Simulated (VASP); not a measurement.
# Na3HSe (Pm-3m) in VASP: notebook, part 2 of 2

VASP 6.6.1. Earlier steps stand in the parts before.

### 3 Relaxation of cell and atoms, LDA

This run uses another cell than the first one, of 18.84 Å³/atom.

INCAR

```
  ALGO = Normal
  EDIFF = 1E-7
  EDIFFG = -0.005
  ENCUT = 600
  IBRION = 2
  ISIF = 3
  ISMEAR = 0
  LASPH = True
  LCHARG = False
  LREAL = False
  LWAVE = False
  NELM = 100
  NSW = 70
  PREC = Accurate
  SIGMA = 0.02
```

KPOINTS

```
k-points
0
Gamma
  6 6 6
```

POSCAR

```
Na3HSe
1.0
    4.5502916133      0.0000000000      0.0000000000
    0.0000000000      4.5502916133      0.0000000000
    0.0000000000      0.0000000000      4.5502916133
Na H Se
3 1 1
Direct
    0.0000000000      0.5000000000      0.5000000000
    0.5000000000      0.0000000000      0.5000000000
    0.5000000000      0.5000000000      0.0000000000
    0.5000000000      0.5000000000      0.5000000000
    0.0000000000      0.0000000000      0.0000000000
```

Potentials or basis: VASP PAW LDA potentials, release 64 (Na_pv, H, Se).

On the command line:

```sh
> cat potpaw_LDA.64/Na_pv/POTCAR potpaw_LDA.64/H/POTCAR potpaw_LDA.64/Se/POTCAR > POTCAR
> mpirun -np 1 vasp_std > vasp.out
```

OUTCAR:

```text
EDIFF = 1E-7
   EDIFFG = -0.005
   ENCUT = 600
   IBRION = 2
   ISIF = 3
   ISMEAR = 0
   LASPH = True
   LREAL = False
   NELM = 100
   NSW = 70
   PREC = Accurate

 ion  position               nearest neighbor table
   1  0.000  0.500  0.500-
   2  0.500  0.000  0.500-
   3  0.500  0.500  0.000-
   4  0.500  0.500  0.500-
   5  0.000  0.000  0.000-

  LATTYP: Found a simple cubic cell.
 ALAT       =     4.5502916133

  Lattice vectors:

 A1 = (   4.5502916133,   0.0000000000,   0.0000000000)
 A2 = (   0.0000000000,   4.5502916133,   0.0000000000)
 A3 = (   0.0000000000,   0.0000000000,   4.5502916133)

Analysis of symmetry for initial positions (statically):
=====================================================================
 Subroutine PRICEL returns:
 Original cell was already a primitive cell.

 Routine SETGRP: Setting up the symmetry group for a
 simple cubic supercell.

 Subroutine GETGRP returns: Found 48 space group operations
 (whereof 48 operations were pure point group operations)
 out of a pool of 48 trial point group operations.

The static configuration has the point symmetry O_h .

Analysis of symmetry for dynamics (positions and initial velocities):
=====================================================================
 Subroutine PRICEL returns:
 Original cell was already a primitive cell.

 Routine SETGRP: Setting up the symmetry group for a
 simple cubic supercell.

 Subroutine GETGRP returns: Found 48 space group operations
 (whereof 48 operations were pure point group operations)
 out of a pool of 48 trial point group operations.

The dynamic configuration has the point symmetry O_h .

 Subroutine INISYM returns: Found 48 space group operations
 (whereof 48 operations are pure point group operations),
 and found     1 'primitive' translations

[... 102 lines left out ...]
   ISYM   =      2    0-nonsym 1-usesym 2-fastsym
   POTIM  = 0.5000    time-step for ionic-motion
   TEBEG  =    0.0;   TEEND  =   0.0 temperature during run
   PSTRESS=    0.0 pullay stress
   NELECT =      28.0000    total number of electrons
   NUPDOWN=      -1.0000    fix difference up-down
   EMIN   =  10.00;   EMAX   =-10.00  energy-range for DOS
   EFERMI =   0.00;   METHOD = LEGACY
   ISMEAR =     0;   SIGMA  =   0.02  broadening in eV -4-tet -1-fermi 0-gaus
   EFERMI_NEDOS =   21; number of points for ismear=-14 and -15
   IALGO  =     38    algorithm
   IMIX   =      4    mixing-type and parameters
     AMIX     =   0.40;   BMIX     =  1.00
     AMIX_MAG =   1.60;   BMIX_MAG =  1.00
  volume/ion in A,a.u.               =      18.84       127.16
  Fermi-wavevector in a.u.,A,eV,Ry     =   1.092500  2.064526 16.239331  1.193557
  Thomas-Fermi vector in A             =   2.228767
   LORBIT       =      0    0 simple, 1 ext, 2 COOP (PROOUT), +10 PAW based schemes
   GGA     = CA    functional components
   LHFCALC =     F    Hartree Fock is set to
   AEXX    =    0.0000 exact exchange contribution
   IVDW    =     0    specifies the selected vdW correction
   LEPSILON=     F    determine dielectric tensor
   LRPA    =     F    only Hartree local field effects (RPA)
 conjugate gradient relaxation of ions
 non-spin polarized calculation
 Gauss-broadening in eV      SIGMA  =   0.02
  energy-cutoff  :      600.00
  volume of cell :       94.21
 maximum number of plane-waves:      3178
   NGX = 19   NGY = 19   NGZ = 19

--------------------------------------- Ionic step        1  -------------------------------------------

 number of electron      27.9999988 magnetization

 Free energy of the ion-electron system (eV)
  ---------------------------------------------------
  ext. energy  EPLUGINS =         0.00000000
  ---------------------------------------------------
  free energy    TOTEN  =       -15.56627654 eV

  energy without entropy =      -15.56627654  energy(sigma->0) =      -15.56627654

------------------------ aborting loop because EDIFF is reached ----------------------------------------

  FORCE on cell =-STRESS in cart. coord.  units (eV):
  Direction    XX          YY          ZZ          XY          YZ          ZX
  --------------------------------------------------------------------------------------
  -------------------------------------------------------------------------------------
  Total       -1.4962243     -1.4962243     -1.4962243      0.0000000      0.0000000      0.0000000
  in kB      -25.4442462    -25.4442462    -25.4442462      0.0000000      0.0000000      0.0000000
  external PRESSURE =     -25.4442462 kB  Pullay stress =       0.0000000 kB
[... 104 lines left out ...]
--------------------------------------- Ionic step        4  -------------------------------------------

 number of electron      28.0000012 magnetization

 Free energy of the ion-electron system (eV)
  ---------------------------------------------------
  ext. energy  EPLUGINS =         0.00000000
  ---------------------------------------------------
  free energy    TOTEN  =       -15.64055750 eV

  energy without entropy =      -15.64055750  energy(sigma->0) =      -15.64055750

 E-fermi :   0.9941     XC(G=0):  -9.1063

 val. band max:        0.8885923099   @ k =   0.5000   0.5000   0.0000
 cond. band min:       3.7908417606   @ k =   0.5000   0.0000   0.0000
 fundamental gap:      2.9022494507
 Fermi energy:         0.9940780312

 k-point     1 :       0.0000    0.0000    0.0000
  band No.  band energies     occupation
      1     -21.9453      2.00000
      2     -21.9453      2.00000
      3     -21.9453      2.00000
      4     -21.8506      2.00000
      5     -21.8506      2.00000
      6     -21.8506      2.00000
[... 441 lines left out ...]
  FREE ENERGIE OF THE ION-ELECTRON SYSTEM (eV)
  ---------------------------------------------------
  free  energy   TOTEN  =       -15.6405574994 eV

  energy  without entropy=      -15.6405574994  energy(sigma->0) =      -15.64055750

 reached required accuracy - stopping structural energy minimisation
```

CONTCAR:

```text
Na3HSe
   1.00000000000000
     4.4067196567588569   -0.0000000000000000    0.0000000000000000
     0.0000000000000000    4.4067196567588569    0.0000000000000000
    -0.0000000000000000    0.0000000000000000    4.4067196567588569
  Na              H               Se
     3     1     1
Direct
     0.0000000000000000    0.5000000000000000    0.5000000000000000
     0.5000000000000000    0.0000000000000000    0.5000000000000000
     0.5000000000000000    0.5000000000000000    0.0000000000000000
     0.5000000000000000    0.5000000000000000    0.5000000000000000
     0.0000000000000000    0.0000000000000000    0.0000000000000000

  0.00000000E+00  0.00000000E+00  0.00000000E+00
  0.00000000E+00  0.00000000E+00  0.00000000E+00
  0.00000000E+00  0.00000000E+00  0.00000000E+00
  0.00000000E+00  0.00000000E+00  0.00000000E+00
  0.00000000E+00  0.00000000E+00  0.00000000E+00
```

Run time: 2.1 min. Hardware: 1 thread of Intel Xeon 8259CL, shared host; peak memory 0.21 GiB.

What came out:

```
Free energy                           : -15.6406 eV
Relaxed volume                        : 17.11 Å³/atom
Relaxed cell                          : a = 4.407 Å, b = 4.407 Å, c = 4.407 Å, α = 90.00°, β = 90.00°, γ = 90.00°
Space group after relaxing (to 0.1 Å) : Pm-3m (No. 221)
Energy gained by relaxing             : 14.9 meV/atom
Ionic steps                           : 4
Pressure after relaxing               : 0.0 GPa
Band gap on the k mesh                : 2.90 eV (least direct gap 3.06 eV)
```

Step by step:
```csv
step,energy change (eV),largest force (eV/Å),pressure (GPa),volume (Å³)
1,0.0000,0.0000,-2.54,94.21
2,-0.0515,0.0000,-1.51,90.19
3,-0.0738,0.0000,-0.23,86.23
4,-0.0743,0.0000,0.01,85.57
```

Final structure:
```
Na H Se
1.0
     4.40672    0.00000    0.00000
     0.00000    4.40672    0.00000
     0.00000    0.00000    4.40672
Na H Se
3 1 1
Direct
  0.00000 0.50000 0.50000
  0.50000 0.00000 0.50000
  0.50000 0.50000 0.00000
  0.50000 0.50000 0.50000
  0.00000 0.00000 0.00000
```

Levels at points of the mesh, in eV from the valence-band top:
```
           k point  band 11  band 12  band 13  band 14  band 15  band 16  band 17  band 18
(0.00, 0.00, 0.00)    -2.78    -0.35    -0.35    -0.35     4.71     5.05     5.05     7.62
(0.50, 0.00, 0.00)    -3.41    -0.46    -0.16    -0.16     2.90     5.78     5.89     5.89
(0.50, 0.50, 0.00)    -2.19    -1.83    -1.83     0.00     5.13     6.28     6.42     6.42
(0.50, 0.50, 0.50)    -1.73    -1.34    -1.34    -1.34     3.50     3.50     3.50     9.68
```
